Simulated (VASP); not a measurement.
# Ir (I4/mmm) in VASP: notebook, part 2 of 2

VASP 6.6.1. Earlier steps stand in the parts before.

### 3 Single point, r2SCAN

This run uses another cell than the first one, of the same volume but with other edges.

POSCAR reads:

```
Ir
1.0
    0.0000000000      2.0265643084      1.7225796622
    2.0265643084      0.0000000000      1.7225796622
    2.0265643084      2.0265643084      0.0000000000
Ir
1
Direct
    0.0000000000      0.0000000000      0.0000000000
```

INCAR.step1 reads:

```
  PREC = Accurate
  ENCUT = 520
  ISMEAR = 0
  SIGMA = 0.15
  LREAL = False
  LASPH = True
  NELM = 60
  NBANDS = 10
  GGA = PE
  ALGO = Normal
  EDIFF = 1E-4
  LWAVE = True
  LCHARG = False
```

INCAR.step2 reads:

```
  PREC = Accurate
  ENCUT = 520
  EDIFF = 1E-6
  ISMEAR = 0
  SIGMA = 0.15
  LREAL = False
  LASPH = True
  NELM = 60
  ALGO = Normal
  ISIF = 2
  LWAVE = False
  LCHARG = False
  METAGGA = R2SCAN
  LMIXTAU = True
  NBANDS = 10
  ISTART = 1
```

KPOINTS reads:

```
regular mesh
0
Gamma
  24 24 24
```

Potentials or basis: VASP PAW PBE potentials, release 64 (Ir).

Launch:

```console
$ cat potpaw_PBE.64/Ir/POTCAR > POTCAR
$ cp INCAR.step1 INCAR
$ mpirun -np 1 vasp_std > vasp.out
$ cp INCAR.step2 INCAR
$ mpirun -np 1 vasp_std > vasp.out
```

Run time: 4.9 min. Hardware: 1 thread of Intel Xeon Platinum 8559C (Emerald Rapids), shared host; peak memory 0.28 GiB.

Results (log left out):

* Free energy: -52.1048 eV
* Pressure: 9.1 GPa
* Band gap on the k mesh: zero (an odd number of electrons rules out a gap without spin polarisation)

Stress tensor (GPa, compression positive):
```
-7.27  0.00  0.00
 0.00 -7.27  0.00
 0.00  0.00 41.78
```

Levels at points of the mesh, in eV from the Fermi level:
| k point | band 1 | band 2 | band 3 | band 4 | band 5 | band 6 | band 7 | band 8 | band 9 |
| --- | --- | --- | --- | --- | --- | --- | --- | --- | --- |
| (0.00, 0.00, 0.00) | -11.44 | -4.33 | -4.33 | -2.64 | -2.44 | -0.25 | 15.71 | 19.35 | 19.35 |
| (0.50, 0.00, 0.00) | -8.30 | -5.15 | -2.71 | -0.54 | 0.30 | 1.70 | 7.98 | 14.40 | 19.54 |
| (0.50, 0.50, 0.00) | -7.96 | -7.72 | 0.96 | 1.70 | 1.70 | 4.57 | 10.43 | 10.43 | 14.19 |
| (0.50, 0.00, 0.50) | -8.18 | -7.18 | 0.52 | 0.61 | 0.75 | 2.32 | 9.80 | 12.70 | 14.76 |

Caveat: the cell stands under pressure; the PAW data sets were made with another functional, which shifts forces and pressure a little; spin-orbit coupling is left out, which moves the levels of the heavy elements.

### 4 Single point, r2SCAN

This run uses another cell than the first one, of the same volume but with other edges.

POSCAR reads:

```
Ir
1.0
    0.0000000000      1.8065068646      2.1678082376
    1.8065068646      0.0000000000      2.1678082376
    1.8065068646      1.8065068646      0.0000000000
Ir
1
Direct
    0.0000000000      0.0000000000      0.0000000000
```

INCAR.step1 reads:

```
SYSTEM = Ir
PREC = Accurate
ENCUT = 520
ISMEAR = 0
SIGMA = 0.15
LREAL = .False.
LASPH = .True.
NELM = 80
NBANDS = 10
GGA = PE
ALGO = Normal
EDIFF = 1E-4
LWAVE = .True.
LCHARG = .False.
```

INCAR.step2 reads:

```
SYSTEM = Ir
PREC = Accurate
ENCUT = 520
EDIFF = 1E-6
ISMEAR = 0
SIGMA = 0.15
LREAL = .False.
LASPH = .True.
NELM = 80
ALGO = Normal
ISIF = 2
LWAVE = .False.
LCHARG = .False.
METAGGA = R2SCAN
LMIXTAU = .True.
NBANDS = 10
ISTART = 1
```

KPOINTS reads:

```
regular mesh
0
Gamma
  24 24 24
  0 0 0
```

Launch:

```console
$ cat potpaw_PBE.64/Ir/POTCAR > POTCAR
$ cp INCAR.step1 INCAR
$ mpirun -np 1 vasp_std > vasp.out
$ cp INCAR.step2 INCAR
$ mpirun -np 1 vasp_std > vasp.out
```

Wall time 4.1 min (1 thread of Intel Xeon Platinum 8559C (Emerald Rapids), shared host); peak memory 0.28 GiB.

The run converged. Its results:

- Free energy: -51.9933 eV
- Pressure: 13.2 GPa
- Band gap on the k mesh: zero (an odd number of electrons rules out a gap without spin polarisation)

Stress tensor (GPa, compression positive):
```
 34.80   0.00   0.00
  0.00  34.80   0.00
  0.00   0.00 -30.14
```

Levels at points of the mesh, in eV from the Fermi level:
| k point | band 1 | band 2 | band 3 | band 4 | band 5 | band 6 | band 7 | band 8 | band 9 |
| --- | --- | --- | --- | --- | --- | --- | --- | --- | --- |
| (0.00, 0.00, 0.00) | -11.47 | -5.62 | -3.17 | -2.81 | -2.81 | 0.33 | 15.75 | 17.63 | 22.98 |
| (0.50, 0.00, 0.00) | -8.31 | -5.26 | -2.84 | -0.55 | 0.51 | 1.31 | 8.10 | 13.92 | 20.52 |
| (0.50, 0.50, 0.00) | -8.39 | -7.62 | -0.51 | 1.29 | 1.41 | 1.41 | 7.85 | 14.87 | 14.87 |
| (0.50, 0.00, 0.50) | -8.16 | -7.35 | 0.11 | 0.37 | 3.05 | 3.32 | 10.67 | 12.51 | 13.15 |

Caveat: the cell stands under pressure; the PAW data sets were made with another functional, which shifts forces and pressure a little; spin-orbit coupling is left out, which moves the levels of the heavy elements.

### 5 Single point, r2SCAN

This run uses another cell than the first one, of the same volume but with other edges.

POSCAR reads:

```
Ir
1.0
    0.0000000000      2.0854598384      1.6266586740
    2.0854598384      0.0000000000      1.6266586740
    2.0854598384      2.0854598384      0.0000000000
Ir
1
Direct
    0.0000000000      0.0000000000      0.0000000000
```

INCAR.step1 reads:

```
PREC = Accurate
ENCUT = 520
ISMEAR = 0
SIGMA = 0.15
LREAL = False
LASPH = True
NELM = 100
NBANDS = 10
GGA = PE
ALGO = Normal
EDIFF = 1E-4
LWAVE = True
LCHARG = False
```

INCAR.step2 reads:

```
PREC = Accurate
ENCUT = 520
EDIFF = 1E-6
ISMEAR = 0
SIGMA = 0.15
LREAL = False
LASPH = True
NELM = 100
ALGO = Normal
ISIF = 2
LWAVE = False
LCHARG = True
METAGGA = R2SCAN
LMIXTAU = True
LELF = True
LVHAR = True
NBANDS = 10
ISTART = 1
```

KPOINTS reads:

```
regular mesh
0
Gamma
  24 24 24
```

Potentials or basis: VASP PAW PBE potentials, release 64 (Ir).

Launch:

```console
$ cat potpaw_PBE.64/Ir/POTCAR > POTCAR
$ cp INCAR.step1 INCAR
$ mpirun -np 1 vasp_std > vasp.out
$ cp INCAR.step2 INCAR
$ mpirun -np 1 vasp_std > vasp.out
```

OUTCAR:

```text
PREC = Accurate
   ENCUT = 520
   EDIFF = 1E-6
   ISMEAR = 0
   LREAL = False
   LASPH = True
   NELM = 100
   ISIF = 2
   METAGGA = R2SCAN
   ISTART = 1

 ion  position               nearest neighbor table
   1  0.000  0.000  0.000-

  LATTYP: Found a body centered tetragonal cell.
 ALAT       =     2.9492855872
 C/A-ratio  =     1.1030865787

  Lattice vectors:

 A1 = (   0.0000000000,  -2.0854598384,  -1.6266586740)
 A2 = (   0.0000000000,   2.0854598384,  -1.6266586740)
 A3 = (   2.0854598384,   0.0000000000,   1.6266586740)

[... 481 lines left out ...]
      2       4.6060      2.00000
      3       8.2175      2.00000
      4       8.5226      2.00000
      5      10.7186      0.00000
      6      11.9819      0.00000
      7      18.8146      0.00000
      8      24.4751      0.00000
      9      29.0014      0.00000
     10      34.9109      0.00000

 [... further k-points ...]
[... 5 lines left out ...]
  --------------------------------------------------------------------------------------
  -------------------------------------------------------------------------------------
  Total       -0.2507998     -0.2507998      4.1880216      0.0000000      0.0000000      0.0000000
  in kB      -28.3993057    -28.3993057    474.2304181      0.0000000      0.0000000      0.0000000
  external PRESSURE =     139.1439356 kB  Pullay stress =       0.0000000 kB

 VOLUME and BASIS-vectors are now :
 -----------------------------------------------------------------------------
  energy-cutoff  :      520.00
  volume of cell :       14.15
      direct lattice vectors                 reciprocal lattice vectors
     0.000000000  2.085459838  1.626658674    -0.239755276  0.239755276  0.307378559
     2.085459838  0.000000000  1.626658674     0.239755276 -0.239755276  0.307378559
     2.085459838  2.085459838  0.000000000     0.239755276  0.239755276 -0.307378559

 POSITION                                       TOTAL-FORCE (eV/Angst)
 -----------------------------------------------------------------------------------
      0.00000      0.00000      0.00000         0.000000     -0.000000      0.000000
 -----------------------------------------------------------------------------------
    total drift:                                0.000000     -0.000000      0.000000

  FREE ENERGIE OF THE ION-ELECTRON SYSTEM (eV)
  ---------------------------------------------------
  free  energy   TOTEN  =       -51.8407413486 eV

  energy  without entropy=      -51.8238167942  energy(sigma->0) =      -51.83227907
```

Run time: 5.4 min. Hardware: 1 thread of Intel Xeon Platinum 8559C (Emerald Rapids), shared host; peak memory 0.28 GiB.

Results:

| Property | Result |
| --- | --- |
| Free energy | -51.8407 eV |
| Pressure | 13.9 GPa |
| Band gap on the k mesh | zero (an odd number of electrons rules out a gap without spin polarisation) |

Levels at points of the mesh, in eV from the Fermi level:
| k point | band 1 | band 2 | band 3 | band 4 | band 5 | band 6 | band 7 | band 8 |
| --- | --- | --- | --- | --- | --- | --- | --- | --- |
| (0.00, 0.00, 0.00) | -11.31 | -4.15 | -4.15 | -3.23 | -1.55 | -0.12 | 16.56 | 18.69 |
| (0.50, 0.00, 0.00) | -8.15 | -5.48 | -1.71 | -0.29 | 0.06 | 2.16 | 8.36 | 14.16 |
| (0.50, 0.50, 0.00) | -7.72 | -7.69 | 1.26 | 1.79 | 1.79 | 6.35 | 9.57 | 9.57 |
| (0.50, 0.00, 0.50) | -8.06 | -6.59 | 0.07 | 0.28 | 0.36 | 2.54 | 9.31 | 13.17 |

Caveat: the cell stands under pressure; the PAW data sets were made with another functional, which shifts forces and pressure a little; spin-orbit coupling is left out, which moves the levels of the heavy elements.

### 6 Summary

```csv
cell,gap on the mesh (eV),pressure (GPa)
"a = 2.962, b = 2.962, c = 2.419 Å, angles 65.9, 65.9, 48.2°, 1 atom",none,38.5
"a = 2.660, b = 2.660, c = 2.866 Å, angles 57.4, 57.4, 65.2°, 1 atom",none,9.1
"a = 2.822, b = 2.822, c = 2.555 Å, angles 63.1, 63.1, 53.8°, 1 atom",none,13.2
"a = 2.645, b = 2.645, c = 2.949 Å, angles 56.1, 56.1, 67.8°, 1 atom",none,13.9
```

Alike in all rows: task single point; level r2SCAN; potentials or basis VASP PAW PBE potentials, release 64 (Ir); no spin polarisation; k mesh 24 × 24 × 24; cutoff (eV) 520; smearing gaussian 0.15 eV.

Caveats: the cell stands under pressure; the PAW data sets were made with another functional, which shifts forces and pressure a little; spin-orbit coupling is left out, which moves the levels of the heavy elements.

Total energies depend on the potentials used, so only differences within one code and one set of settings carry meaning.
